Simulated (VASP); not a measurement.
A run of VASP 6.6.1 is set up as follows.

The input INCAR:

```
SYSTEM = BeS
  PREC = Accurate
  ENCUT = 520
  EDIFF = 1E-6
  ISMEAR = 0
  SIGMA = 0.1
  LREAL = .FALSE.
  LASPH = .TRUE.
  NELM = 80
  ALGO = Normal
  ISIF = 2
  LWAVE = .FALSE.
  LCHARG = .TRUE.
  GGA = PE
  LELF = .TRUE.
  LVHAR = .TRUE.
  NBANDS = 21
```

The input KPOINTS:

```
regular mesh
0
G
  4 4 4
  0 0 0
```

Contents of POSCAR:

```
BeS
1.0
    4.0332484000      0.0000000000      0.0000000000
    0.0000000000      4.0332484000      0.0000000000
    0.0000000000      0.0000000000      5.8834287600
Be S
3 3
Direct
    0.0000000000      0.0000000000      0.1785884500
    0.5000000000      0.0000000000      0.1267024700
    0.0000000000      0.5000000000      0.1267024700
    0.0000000000      0.0000000000      0.4863820100
    0.5000000000      0.0000000000      0.6155293600
    0.0000000000      0.5000000000      0.6155293600
```

Potentials or basis: VASP PAW PBE potentials, release 64 (Be, S).

Command:

```console
$ cat potpaw_PBE.64/Be/POTCAR potpaw_PBE.64/S/POTCAR > POTCAR
$ mpirun -np 1 vasp_std > vasp.out
```

Q: Estimate the pressure.

A: 8.3 GPa.

Q: Estimate the largest force.

A: 2.567 eV/Å.

Stress tensor (GPa, compression positive):
```
 6.85  0.00  0.00
 0.00  6.85  0.00
 0.00  0.00 11.13
```

Caveat: the k points lie up to 0.39 Å⁻¹ apart; forces of over 1 eV/Å act on the atoms, so gaps and moduli don't describe the material at rest.
